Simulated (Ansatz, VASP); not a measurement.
## KCdF3 in VASP and in Ansatz

Contents of INCAR:

```
PREC     = Accurate       # precision mode
ENCUT    = 520            # plane-wave cutoff, eV
EDIFF    = 1E-7           # SCF threshold, eV
ISMEAR   = 0              # smearing method
SIGMA    = 0.05           # smearing width, eV
LREAL    = False          # projectors in reciprocal space
LASPH    = True           # aspherical terms in the spheres
NELM     = 80             # most SCF steps
ALGO     = Normal         # electronic algorithm
ISIF     = 2              # what is computed and relaxed
LWAVE    = False          # write WAVECAR
LCHARG   = False          # write CHGCAR
GGA      = CA             # functional
NBANDS   = 29             # bands
```

KPOINTS

```
Automatic mesh
0
Gamma
  6 6 6
```

The input POSCAR:

```
KCdF3
1.0
    4.3820890200      0.0000000000      0.0000000000
    0.0000000000      4.3820890200      0.0000000000
    0.0000000000      0.0000000000      4.3820890200
K Cd F
1 1 3
Direct
    0.0000000000      0.0000000000      0.0000000000
    0.5000000000      0.5000000000      0.5000000000
   -0.0171151247      0.5000000000      0.5000000000
    0.4828848753      0.0000000000      0.5000000000
    0.4828848753      0.5000000000      0.0000000000
```

Input for Ansatz:

```yaml
crystal:
  lattice:
    - [4.38208902, 0.0, 0.0]
    - [0.0, 4.38208902, 0.0]
    - [0.0, 0.0, 4.38208902]
  atoms:
    - { symbol: K, position: [0.0, 0.0, 0.0] }
    - { symbol: Cd, position: [0.5, 0.5, 0.5] }
    - { symbol: F, position: [-0.0171151247, 0.5, 0.5] }
    - { symbol: F, position: [0.4828848753, 0.0, 0.5] }
    - { symbol: F, position: [0.4828848753, 0.5, 0.0] }
basis:
  ecutwfc: 420
kpoints:
  mp_grid: { grid: [6, 6, 6] }
hamiltonian:
  xc: lda
scf:
  occupations: { method: gaussian, width: 0.05 }
output:
  forces: true
  stress: true
  eigenvalues: true
```

Change from the starting cell: all F atoms moved +0.075 Å, as atom 3 towards its neighbour atom 2 (Cd) at 2.191 Å.

Alike in both runs: task single point; functional LDA; k mesh 6 × 6 × 6; occupations gaussian, width 0.05 eV; no spin polarisation.

|  | VASP | Ansatz |
| --- | --- | --- |
| version | VASP 6.6.1 | Ansatz 0.2.0 |
| potentials or method | VASP PAW LDA potentials, release 64 (K_sv, Cd, F), cutoff 520 eV | scalar-relativistic, plane waves, PAW |
| valence electrons in the cell | 42 | 50 |

VASP gave:

```
gap on the k mesh at the Fermi level (eV)                     : 2.80
least direct gap on the mesh (eV)                             : 4.56
pressure (GPa)                                                : -2.7
traceless stress, the component that is largest in VASP (GPa) : 0.49
rms of the force components (eV/Å)                            : 0.269
```

Question: Which values does Ansatz return?

Answer: gap on the k mesh at the Fermi level (eV): 2.81; least direct gap on the mesh (eV): 4.59; pressure (GPa): -3.3; traceless stress, the component that is largest in VASP (GPa): 0.45; rms of the force components (eV/Å): 0.241.

LDA's correlation is that of Perdew and Zunger in VASP and of Perdew and Wang (1992) in Ansatz. Atom by atom the forces differ by 0.028 eV/Å (rms over components). VASP's potentials hold 42 valence electrons a cell and Ansatz's 50, so a difference there can come from the potentials and not from the codes.
